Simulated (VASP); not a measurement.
Input of a VASP 6.6.1 run:

INCAR

```
  ALGO = Normal
  EDIFF = 1E-6
  ENCUT = 520
  ISIF = 2
  ISMEAR = -1
  LASPH = True
  LCHARG = False
  LREAL = False
  LWAVE = False
  NBANDS = 17
  NELM = 80
  PREC = Accurate
  SIGMA = 0.05
```

KPOINTS

```
k-points
0
Gamma
  8 8 4
```

Contents of POSCAR:

```
Hf
1.0
    3.1215203391      0.0000000000      0.0000000000
   -1.5607601696      2.7033159121      0.0000000000
    0.0000000000      0.0000000000      4.9383529160
Hf
2
Direct
    0.3333333333      0.6666666667      0.2500000000
    0.6666666667      0.3333333333      0.7500000000
```

Potentials or basis: VASP PAW LDA potentials, release 64 (Hf_pv).

Command:

```console
$ cat potpaw_LDA.64/Hf_pv/POTCAR > POTCAR
$ mpirun -np 1 vasp_std > vasp.out
```

(1) Predict the band gap on the k mesh.

(2) Predict the pressure.

## Answers

(1) zero (bands 10 and 11 overlap by 1.24 eV).

(2) 0.1 GPa.

Caveat: spin-orbit coupling is left out, which moves the levels of the heavy elements.
